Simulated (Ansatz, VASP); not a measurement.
ZnGe3 in VASP and in Ansatz

```
CELL_PARAMETERS angstrom
4.22236 0.00000 0.00000
0.00000 4.22236 0.00000
0.00000 0.00000 4.22236
ATOMIC_POSITIONS crystal
Zn 0.00000 0.00000 0.00000
Ge 0.00000 0.50000 0.50000
Ge 0.50000 0.00000 0.50000
Ge 0.50000 0.50000 0.00000
```

Alike in both runs: task single point; functional r2SCAN; k mesh 6 × 6 × 6; no spin polarisation.

|  | VASP | Ansatz |
| --- | --- | --- |
| version | VASP 6.6.1 | Ansatz 0.2.0 |
| potentials or method | VASP PAW PBE potentials, release 64 (Zn, Ge_d), cutoff 520 eV | plane waves, PAW |
| occupations | methfessel-paxton of order 1, width 0.1 eV | cold |
| valence electrons in the cell | 54 | 54 |

```csv
,VASP,Ansatz,Ansatz less VASP
pressure (GPa),-2.5,-2.5,+0.07
```

VASP's potentials were made for PBE, not for r2SCAN.
